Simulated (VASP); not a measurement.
# Ti in VASP: single point with r2SCAN

Aim: the single point of Ti with r2SCAN.

Everything below comes from runs of VASP 6.6.1. Logs are shortened: lines on timing, memory, paths and dates and some standing lists are left out, and cuts for length are marked.

## Step 1: The cell of the first run

The cell holds a wire or tube with vacuum around it, 2 atoms: a = 10.100 Å, b = 9.300 Å, c = 3.253 Å, α = 90.00°, β = 90.00°, γ = 90.00°.

## Step 2: Single point, r2SCAN, collinear spin

Contents of POSCAR:

```
Ti
1.0
   10.1000000000      0.0000000000      0.0000000000
    0.0000000000      9.3000000000      0.0000000000
    0.0000000000      0.0000000000      3.2529109133
Ti
2
Direct
    0.4094207737      0.5000000000      0.0000000000
    0.5905792263      0.5000000000      0.5000000000
```

Contents of INCAR.step1:

```
SYSTEM = Ti
  ALGO = All
  EDIFF = 1E-5
  ENCUT = 500
  GGA = PE
  GGA_COMPAT = .FALSE.
  ISEARCH = 1
  ISMEAR = 0
  ISPIN = 2
  KPAR = 4
  LASPH = .TRUE.
  LCHARG = .FALSE.
  LMAXMIX = 4
  LREAL = .FALSE.
  LWAVE = .TRUE.
  MAGMOM = 1.5 1.5
  NBANDS = 23
  NELM = 300
  PREC = Accurate
  SIGMA = 0.05
```

Contents of INCAR.step2:

```
SYSTEM = Ti
  ALGO = All
  EDIFF = 1E-6
  ENCUT = 500
  GGA_COMPAT = .FALSE.
  ISEARCH = 1
  ISIF = 2
  ISMEAR = 0
  ISPIN = 2
  ISTART = 1
  KPAR = 4
  LASPH = .TRUE.
  LCHARG = .FALSE.
  LMAXMIX = 4
  LMIXTAU = .TRUE.
  LORBIT = 11
  LREAL = .FALSE.
  LWAVE = .FALSE.
  MAGMOM = 1.5 1.5
  METAGGA = R2SCAN
  NBANDS = 23
  NELM = 300
  PREC = Accurate
  SIGMA = 0.05
```

Contents of KPOINTS:

```
k-points
0
G
  1 1 14
  0 0 0
```

Potentials or basis: VASP PAW PBE potentials, release 64 (Ti_sv).

Run with:

```bash
$ cat potpaw_PBE.64/Ti_sv/POTCAR > POTCAR
$ cp INCAR.step1 INCAR
$ mpirun -np 4 vasp_std > vasp.out
$ cp INCAR.step2 INCAR
$ mpirun -np 4 vasp_std > vasp.out
```

OUTCAR:

```text
SYSTEM = Ti
   EDIFF = 1E-6
   ENCUT = 500
   ISIF = 2
   ISMEAR = 0
   ISPIN = 2
   ISTART = 1
   LASPH = .TRUE.
   LORBIT = 11
   LREAL = .FALSE.
   METAGGA = R2SCAN
   NELM = 300
   PREC = Accurate

 ion  position               nearest neighbor table
   1  0.409  0.500  0.000-   2 2.45   2 2.45
   2  0.591  0.500  0.500-   1 2.45   1 2.45

  LATTYP: Found a simple orthorhombic cell.
 ALAT       =     3.2529109133
 B/A-ratio  =     2.8589777734
 C/A-ratio  =     3.1049113453

  Lattice vectors:

 A1 = (   0.0000000000,   0.0000000000,  -3.2529109133)
 A2 = (   0.0000000000,   9.3000000000,   0.0000000000)
 A3 = (  10.1000000000,   0.0000000000,   0.0000000000)

Analysis of symmetry for initial positions (statically):
=====================================================================
 Subroutine PRICEL returns:
 Original cell was already a primitive cell.

 Routine SETGRP: Setting up the symmetry group for a
 simple orthorhombic supercell.

 Subroutine GETGRP returns: Found  8 space group operations
 (whereof  4 operations were pure point group operations)
 out of a pool of  8 trial point group operations.

The static configuration has the point symmetry C_2v.
 The point group associated with its full space group is D_2h.

Analysis of symmetry for dynamics (positions and initial velocities):
=====================================================================
 Subroutine PRICEL returns:
 Original cell was already a primitive cell.

 Routine SETGRP: Setting up the symmetry group for a
 simple orthorhombic supercell.

 Subroutine GETGRP returns: Found  8 space group operations
 (whereof  4 operations were pure point group operations)
 out of a pool of  8 trial point group operations.

The dynamic configuration has the point symmetry C_2v.
 The point group associated with its full space group is D_2h.

Analysis of structural, dynamic, and magnetic symmetry:
=====================================================================
 Subroutine PRICEL returns:
 Original cell was already a primitive cell.

 Routine SETGRP: Setting up the symmetry group for a
 simple orthorhombic supercell.

 Subroutine GETGRP returns: Found  8 space group operations
 (whereof  4 operations were pure point group operations)
 out of a pool of  8 trial point group operations.

The overall configuration has the point symmetry C_2v.
 The point group associated with its full space group is D_2h.

 Subroutine INISYM returns: Found  8 space group operations
 (whereof  4 operations are pure point group operations),
 and found     1 'primitive' translations

----------------------------------------------------------------------------------------

                                     Primitive cell

  volume of cell :     305.5459

  direct lattice vectors                    reciprocal lattice vectors
    10.100000000  0.000000000  0.000000000     0.099009901  0.000000000  0.000000000
     0.000000000  9.300000000  0.000000000     0.000000000  0.107526882  0.000000000
     0.000000000  0.000000000  3.252910913     0.000000000  0.000000000  0.307416965

  length of vectors
    10.100000000  9.300000000  3.252910913     0.099009901  0.107526882  0.307416965

  position of ions in fractional coordinates (direct lattice)
     0.409420774  0.500000000  0.000000000
     0.590579226  0.500000000  0.500000000

  ion indices of the primitive-cell ions
   primitive index   ion index
                 1           1
                 2           2

----------------------------------------------------------------------------------------

 KPOINTS: k-points

Automatic generation of k-mesh.
 Grid dimensions read from file:
 generate k-points for:    1    1   14

 Generating k-lattice:

  Cartesian coordinates                     Fractional coordinates (reciprocal lattice)
     0.099009901  0.000000000  0.000000000     1.000000000  0.000000000  0.000000000
     0.000000000  0.107526882  0.000000000     0.000000000  1.000000000  0.000000000
     0.000000000  0.000000000  0.021958355     0.000000000  0.000000000  0.071428571

  Length of vectors
     0.099009901  0.107526882  0.021958355

  Shift w.r.t. Gamma in fractional coordinates (k-lattice)
     0.000000000  0.000000000  0.000000000

 Subroutine IBZKPT returns following result:
 ===========================================

 Found      8 irreducible k-points:

 Following reciprocal coordinates:
            Coordinates               Weight
  0.000000  0.000000  0.000000      1.000000
  0.000000  0.000000  0.071429      2.000000
  0.000000  0.000000  0.142857      2.000000
  0.000000  0.000000  0.214286      2.000000
  0.000000  0.000000  0.285714      2.000000
  0.000000  0.000000  0.357143      2.000000
  0.000000  0.000000  0.428571      2.000000
  0.000000  0.000000  0.500000      1.000000
   k-points           NKPTS =      8   k-points in BZ     NKDIM =      8   number of bands    NBANDS=     23
   number of dos      NEDOS =    301   number of ions     NIONS =      2
   total plane-waves  NPLWV = 134400
   dimension x,y,z NGX =    80 NGY =   70 NGZ =   24
   dimension x,y,z NGXF=   160 NGYF=  140 NGZF=   48
   ions per type =               2
   NGX,Y,Z   is equivalent  to a cutoff of  13.17, 12.51, 12.27 a.u.
   NGXF,Y,Z  is equivalent  to a cutoff of  26.34, 25.03, 24.53 a.u.
 SYSTEM =  Ti
   PREC   = accura    normal or accurate (medium, high low for compatibility)
   ISTART =      1    job   : 0-new  1-cont  2-samecut
   ICHARG =      0    charge: 1-file 2-atom 10-const
   ISPIN  =      2    spin polarized calculation?
   LNONCOLLINEAR =      F non collinear calculations
   LSORBIT =      F    spin-orbit coupling
   LASPH  =      T    aspherical Exc in radial PAW
   ENCUT  =  500.0 eV  36.75 Ry    6.06 a.u.  18.41 16.96  5.93*2*pi/ulx,y,z
   NELM   =    300;   NELMIN=  2; NELMDL=  0     # of ELM steps
   EDIFF  = 0.1E-05   stopping-criterion for ELM
   LREAL  =      F    real-space projection
   EDIFFG = 0.1E-04   stopping-criterion for IOM
   NSW    =      0    number of steps for IOM
   IBRION =     -1    ionic relax: 0-MD 1-quasi-New 2-CG
   NFREE  =      0    steps in history (QN), initial steepest desc. (CG)
   ISIF   =      2    stress and relaxation
   ISYM   =      2    0-nonsym 1-usesym 2-fastsym
   POTIM  = 0.5000    time-step for ionic-motion
   TEBEG  =    0.0;   TEEND  =   0.0 temperature during run
   PSTRESS=    0.0 pullay stress
   NELECT =      24.0000    total number of electrons
   NUPDOWN=      -1.0000    fix difference up-down
   EMIN   =  10.00;   EMAX   =-10.00  energy-range for DOS
   EFERMI =   0.00;   METHOD = LEGACY
   ISMEAR =     0;   SIGMA  =   0.05  broadening in eV -4-tet -1-fermi 0-gaus
   EFERMI_NEDOS =   21; number of points for ismear=-14 and -15
   IALGO  =     58    algorithm
   IMIX   =      4    mixing-type and parameters
     AMIX     =   0.40;   BMIX     =  1.00
     AMIX_MAG =   1.60;   BMIX_MAG =  1.00
  volume/ion in A,a.u.               =     152.77      1030.96
  Fermi-wavevector in a.u.,A,eV,Ry     =   0.701110  1.324907  6.688023  0.491556
  Thomas-Fermi vector in A             =   1.785448
   LORBIT       =     11    0 simple, 1 ext, 2 COOP (PROOUT), +10 PAW based schemes
   METAGGA = R2SCAN    functional components
   LHFCALC =     F    Hartree Fock is set to
   AEXX    =    0.0000 exact exchange contribution
   IVDW    =     0    specifies the selected vdW correction
   LEPSILON=     F    determine dielectric tensor
   LRPA    =     F    only Hartree local field effects (RPA)
 spin polarized calculation
 Gauss-broadening in eV      SIGMA  =   0.05
  energy-cutoff  :      500.00
  volume of cell :      305.55
 maximum number of plane-waves:      7782
 NGX is ok and might be reduce to    80
   NGX = 37   NGY = 33   NGZ = 11

 number of electron      24.0000000 magnetization       5.1428548

 Free energy of the ion-electron system (eV)
  ---------------------------------------------------
  ext. energy  EPLUGINS =         0.00000000
  ---------------------------------------------------
  free energy    TOTEN  =       -20.22649795 eV

  energy without entropy =      -20.22195229  energy(sigma->0) =      -20.22422512

 E-fermi :  -1.5036     XC(G=0):  -2.9033

 val. band max:       -1.5135329563   @ k =   0.0000   0.0000   0.4286
 cond. band min:      -1.4630936864   @ k =   0.0000   0.0000   0.5000
 fundamental gap:      0.0504392699
 Fermi energy:        -1.5036172177

 spin component 1

 k-point     1 :       0.0000    0.0000    0.0000
  band No.  band energies     occupation
      1     -62.1021      1.00000
      2     -61.8157      1.00000
      3     -37.6900      1.00000
      4     -37.4930      1.00000
      5     -37.3231      1.00000
      6     -37.2820      1.00000
[... 15 lines left out ...]
     22       0.7136      0.00000
     23       1.4630      0.00000
[... 158 lines left out ...]
  band No.  band energies     occupation
      1     -61.9487      1.00000
      2     -61.9487      1.00000
      3     -37.6667      1.00000
      4     -37.6667      1.00000
      5     -37.3750      1.00000
      6     -37.3750      1.00000
[... 15 lines left out ...]
     22       2.1911      0.00000
     23       3.1557      0.00000
 Fermi energy:        -1.5036172177

 spin component 2

 k-point     1 :       0.0000    0.0000    0.0000
  band No.  band energies     occupation
      1     -60.0518      1.00000
      2     -59.7937      1.00000
      3     -35.6015      1.00000
      4     -35.3736      1.00000
      5     -35.2213      1.00000
      6     -35.1930      1.00000
[... 15 lines left out ...]
     22       2.1691      0.00000
     23       3.3381      0.00000
[... 159 lines left out ...]
      1     -59.9110      1.00000
      2     -59.9110      1.00000
      3     -35.5873      1.00000
      4     -35.5873      1.00000
      5     -35.2707      1.00000
      6     -35.2707      1.00000
[... 15 lines left out ...]
     22       3.5110      0.00000
     23       4.6907      0.00000

------------------------ aborting loop because EDIFF is reached ----------------------------------------

  FORCE on cell =-STRESS in cart. coord.  units (eV):
  Direction    XX          YY          ZZ          XY          YZ          ZX
  --------------------------------------------------------------------------------------
  -------------------------------------------------------------------------------------
  Total        0.1987955     -0.1029231      0.0505567      0.0000000      0.0000000      0.0000000
  in kB        1.0424149     -0.5396931      0.2651018      0.0000000      0.0000000      0.0000000
  external PRESSURE =       0.2559412 kB  Pullay stress =       0.0000000 kB

 VOLUME and BASIS-vectors are now :
 -----------------------------------------------------------------------------
  energy-cutoff  :      500.00
  volume of cell :      305.55
      direct lattice vectors                 reciprocal lattice vectors
    10.100000000  0.000000000  0.000000000     0.099009901  0.000000000  0.000000000
     0.000000000  9.300000000  0.000000000     0.000000000  0.107526882  0.000000000
     0.000000000  0.000000000  3.252910913     0.000000000  0.000000000  0.307416965

 POSITION                                       TOTAL-FORCE (eV/Angst)
 -----------------------------------------------------------------------------------
      4.13515      4.65000      0.00000        -0.058599      0.000000      0.000000
      5.96485      4.65000      1.62646         0.058599      0.000000      0.000000
 -----------------------------------------------------------------------------------
    total drift:                                0.000000     -0.000000     -0.000000

  FREE ENERGIE OF THE ION-ELECTRON SYSTEM (eV)
  ---------------------------------------------------
  free  energy   TOTEN  =       -20.2264979528 eV

  energy  without entropy=      -20.2219539595  energy(sigma->0) =      -20.22422596

 total charge

# of ion       s       p       d       tot
------------------------------------------
    1        2.233   6.028   2.003  10.264
    2        2.233   6.028   2.003  10.264
--------------------------------------------------
tot          4.466  12.056   4.006  20.528

 magnetization (x)

# of ion       s       p       d       tot
------------------------------------------
    1        0.068   0.062   1.624   1.754
    2        0.068   0.062   1.624   1.754
--------------------------------------------------
tot          0.137   0.124   3.247   3.509
```

Run time: 16 min. Hardware: 4 MPI ranks of Intel Xeon Platinum 8275CL at 3.00GHz (Skylake/Cascade Lake), shared host; peak memory 0.61 GiB.

What came out:

| Quantity | Value |
| --- | --- |
| Free energy | -20.2265 eV |
| Largest force | 0.059 eV/Å |
| Net moment | 5.14 μB per cell |
| Site moments | Ti +1.75 μB |
| Valence electrons inside the program's atomic spheres | Ti 10.26 |

Forces on the atoms (eV/Å):
```
Ti  -0.059  0.000  0.000
Ti   0.059  0.000  0.000
```

Caveat: the PAW data sets were made with another functional, which shifts forces and pressure a little.
